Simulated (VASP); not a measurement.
Here is a VASP 6.6.1 calculation.

Contents of INCAR:

```
SYSTEM = CoO
ALGO = Normal
EDIFF = 1E-7
ENCUT = 520
GGA = PS
ISIF = 2
ISMEAR = 0
ISPIN = 2
LASPH = .TRUE.
LCHARG = .FALSE.
LMAXMIX = 4
LORBIT = 11
LREAL = .FALSE.
LWAVE = .FALSE.
MAGMOM = 0.47 0.04
NBANDS = 18
NELM = 150
NUPDOWN = 0.5
PREC = Accurate
SIGMA = 0.1
```

KPOINTS

```
k-points
0
G
  16 16 16
  0 0 0
```

The input POSCAR:

```
CoO
1.0
    0.0000000000      2.1744804960      2.1744804960
    2.1744804960      0.0000000000      2.1744804960
    2.1744804960      2.1744804960      0.0000000000
Co O
1 1
Direct
    0.0000000000      0.0000000000      0.0000000000
    0.2500000000      0.2500000000      0.2500000000
```

Potentials or basis: VASP PAW PBE potentials, release 64 (Co, O).

Run with:

```bash
$ cat potpaw_PBE.64/Co/POTCAR potpaw_PBE.64/O/POTCAR > POTCAR
$ mpirun -np 1 vasp_std > vasp.out
```

What does it give for the pressure?

-6.5 GPa.

Caveat: the cell stands under tension; the PAW data sets were made with another functional, which shifts forces and pressure a little; the total moment is fixed, so each spin has its own Fermi level; a cell with one magnetic atom can't hold antiferromagnetic order, which such compounds often take.
